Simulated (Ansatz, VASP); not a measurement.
# Two plane-wave programs on SiGe2

```
Si Ge
1.0
     2.78343    0.00000    0.00000
    -1.39171    2.41052    0.00000
     0.00000    0.00000    8.08097
Si Ge
1 2
Cartesian
  0.0000 0.0000 4.0405
  0.0000 0.0000 6.6874
  0.0000 0.0000 1.3936
```

Alike in both runs: functional PBE; k mesh 6 × 6 × 2; occupations gaussian, width 0.1 eV; no spin polarisation.

Ansatz relaxed the structure, and its values are those at the end. VASP's run is a single point on that final structure, the one shown.

```csv
,VASP,Ansatz
version,VASP 6.6.1,Ansatz 0.2.0
potentials or method,"VASP PAW PBE potentials, release 64 (Si, Ge_d), cutoff 520 eV","scalar-relativistic, plane waves, PAW"
valence electrons in the cell,32,32
```

Ansatz gave:

| Item | Value |
| --- | --- |
| gap on the k mesh at the Fermi level (eV) | none |
| pressure (GPa) | 0.0 |

Estimate VASP's values.

gap on the k mesh at the Fermi level (eV): none; pressure (GPa): -0.1.

A gap of «none» marks a metal or a gap that the smearing closes.

The k mesh is coarse, so the values compare programs but aren't converged.
